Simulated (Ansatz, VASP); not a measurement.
**Two plane-wave programs on Re**

INCAR

```
SYSTEM = Re
PREC = Accurate ; ENCUT = 520
EDIFF = 1E-7 ; ISMEAR = -1
SIGMA = 0.1 ; LREAL = .FALSE.
LASPH = .TRUE. ; NELM = 60
ALGO = Normal ; ISIF = 2
LWAVE = .FALSE. ; LCHARG = .FALSE.
GGA = PS ; NBANDS = 18
```

File KPOINTS:

```
Automatic mesh
0
G
  10 10 13
  0 0 0
```

POSCAR

```
Re
1.0
    4.3413823366      0.0000000000      0.0000000000
   -2.1706911683      3.7597473911      0.0000000000
    0.0000000000      0.0000000000      2.7177756951
Re
3
Direct
    0.0000000000      1.0000000000      1.0000000000
    0.3333333333      0.6666666667      0.5000000000
    0.6666666667      0.3333333333      0.5000000000
```

Input for Ansatz:

```yaml
crystal:
  lattice:
    - [4.3413823366, 0.0, 0.0]
    - [-2.1706911683, 3.7597473911, 0.0]
    - [0.0, 0.0, 2.7177756951]
  atoms:
    - { symbol: Re, position: [0.0, 1.0, 1.0] }
    - { symbol: Re, position: [0.3333333333, 0.6666666667, 0.5] }
    - { symbol: Re, position: [0.6666666667, 0.3333333333, 0.5] }
hamiltonian:
  xc: pbesol
  pseudopotentials:
    kind: paw
    azcp:
      Re: "pseudopotentials/Re.paw.azcp"
basis:
  ecutwfc: 420
  fft_grid_basis: typed
kpoints:
  mp_grid: { grid: [10, 10, 13], shift: [0, 0, 0] }
magnetization:
  spin_polarized: false
scf:
  occupations: { method: fermi_dirac, width: 0.1 }
  lower_state_search: "off"
output:
  stress: true
  write_density: true
  write_potential: true
  elf: true
  volumetric_format: npy
```

Alike in both runs: task single point; functional PBEsol; k mesh 10 × 10 × 13; occupations fermi-dirac, width 0.1 eV; no spin polarisation.

|  | VASP | Ansatz |
| --- | --- | --- |
| version | VASP 6.6.1 | Ansatz 0.2.0 |
| potentials or method | VASP PAW PBE potentials, release 64 (Re), cutoff 520 eV | plane waves (420 eV) with PAW, scalar-relativistic |
| valence electrons in the cell | 21 | 45 |

Ansatz gave:

* pressure (GPa): 0.0
* traceless stress, the component that is largest in VASP (GPa): -0.20

Task: What did VASP give for the same quantities?

Result: Pressure (GPa): -0.2; traceless stress, the component that is largest in VASP (GPa): 0.30.

VASP's potentials were made for PBE, not for PBEsol, and Ansatz warns of the same on its side. The functional is the same, so the differences come from potentials, cutoffs and numerics. VASP's potentials hold 21 valence electrons a cell and Ansatz's 45, so a difference there can come from the potentials and not from the codes.

Neither program's run includes spin-orbit coupling.
